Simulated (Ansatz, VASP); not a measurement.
One calculation of Mg4CdS3, two programs

File INCAR:

```
PREC     = Accurate       # precision mode
ENCUT    = 520            # plane-wave cutoff, eV
EDIFF    = 1E-7           # SCF threshold, eV
ISMEAR   = 0              # smearing method
SIGMA    = 0.2            # smearing width, eV
LREAL    = False          # projectors in reciprocal space
LASPH    = True           # aspherical terms in the spheres
NELM     = 60             # most SCF steps
ALGO     = Normal         # electronic algorithm
ISIF     = 2              # what is computed and relaxed
LWAVE    = False          # write WAVECAR
LCHARG   = False          # write CHGCAR
GGA      = PE             # functional
NBANDS   = 29             # bands
```

The input KPOINTS:

```
regular mesh
0
Gamma
  6 6 2
```

The input POSCAR:

```
Mg4CdS3
1.0
    3.6291906607      0.0000000000      0.0000000000
   -1.8145953304      3.1429713073      0.0000000000
    0.0000000000      0.0000000000     13.9112186225
Mg Cd S
4 1 3
Direct
    0.3333333333      0.6666666667      0.6091236499
    0.6666666667      0.3333333333      0.3908763501
    0.6666666667      0.3333333333      0.1665279906
    0.3333333333      0.6666666667      0.8334720094
    1.0000000000      1.0000000000      0.0000000000
    0.6666666667      0.3333333333      0.7213090520
    0.3333333333      0.6666666667      0.2786909480
    0.0000000000      1.0000000000      0.5000000000
```

Input for Ansatz:

```yaml
crystal:
  lattice:
    - [3.6291906607, 0.0, 0.0]
    - [-1.8145953304, 3.1429713073, 0.0]
    - [0.0, 0.0, 13.9112186225]
  atoms:
    - { symbol: Mg, position: [0.3333333333, 0.6666666667, 0.6091236499] }
    - { symbol: Mg, position: [0.6666666667, 0.3333333333, 0.3908763501] }
    - { symbol: Mg, position: [0.6666666667, 0.3333333333, 0.1665279906] }
    - { symbol: Mg, position: [0.3333333333, 0.6666666667, 0.8334720094] }
    - { symbol: Cd, position: [1.0, 1.0, 0.0] }
    - { symbol: S, position: [0.6666666667, 0.3333333333, 0.721309052] }
    - { symbol: S, position: [0.3333333333, 0.6666666667, 0.278690948] }
    - { symbol: S, position: [0.0, 1.0, 0.5] }
basis:
  ecutwfc: 420
kpoints:
  mp_grid: { grid: [6, 6, 2] }
hamiltonian:
  xc: pbe
scf:
  occupations: { method: gaussian, width: 0.2 }
  lower_state_search: "off"
output:
  forces: true
  stress: true
  eigenvalues: true
```

Alike in both runs: task single point; functional PBE; k mesh 6 × 6 × 2; occupations gaussian, width 0.2 eV; no spin polarisation.

```csv
,VASP,Ansatz
version,VASP 6.6.1,Ansatz 0.2.0
potentials or method,"VASP PAW PBE potentials, release 64 (Mg, Cd, S), cutoff 520 eV","scalar-relativistic, plane waves, PAW"
valence electrons in the cell,38,78
```

|  | VASP | Ansatz | Ansatz less VASP |
| --- | --- | --- | --- |
| gap on the k mesh at the Fermi level (eV) | none | none | - |
| pressure (GPa) | -0.1 | 0.1 | +0.20 |
| traceless stress, the component that is largest in VASP (GPa) | -0.36 | -0.35 | +0.014 |
| rms of the force components (eV/Å) | 0.009 | 0.010 | +0.0009 |

Atom by atom the forces differ by 0.004 eV/Å (rms over components). A gap of «none» marks a metal or a gap that the smearing closes. The functional is the same, so the differences come from potentials, cutoffs and numerics. VASP's potentials hold 38 valence electrons a cell and Ansatz's 78, so a difference there can come from the potentials and not from the codes.
